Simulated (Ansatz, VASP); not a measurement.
## One calculation of SrCl2, two programs

```
Sr Cl
1.0
     0.01728    3.46396    3.46396
     3.46396    0.01728    3.46396
     3.46396    3.46396    0.01728
Sr Cl
1 2
Direct
  0.00000 0.00000 0.00000
  0.24956 0.24956 0.24956
  0.75044 0.75044 0.75044
```

Change from the starting cell: equal xy, yz and zx engineering shears of +0.5 %.

Alike in both runs: functional PBEsol; k mesh 6 × 6 × 6; no spin polarisation.

Ansatz relaxed the structure, and its values are those at the end. VASP's run is a single point on that final structure, the one shown.

|  | VASP | Ansatz |
| --- | --- | --- |
| version | VASP 6.6.1 | Ansatz 0.2.0 |
| potentials or method | VASP PAW PBE potentials, release 64 (Sr_sv, Cl), cutoff 520 eV | all-electron LAPW, scalar-relativistic |
| occupations | gaussian, width 0.01 eV | fixed |

Ansatz gave:

| Item | Value |
| --- | --- |
| gap on the k mesh at the Fermi level (eV) | 5.25 |
| pressure (GPa) | 0.0 |

**Question.** What did VASP give for the same quantities?

**Answer.** gap on the k mesh at the Fermi level (eV): 5.24; pressure (GPa): 0.1.

VASP's potentials were made for PBE, not for PBEsol. Ansatz ran all-electron here, and VASP with PAW potentials.
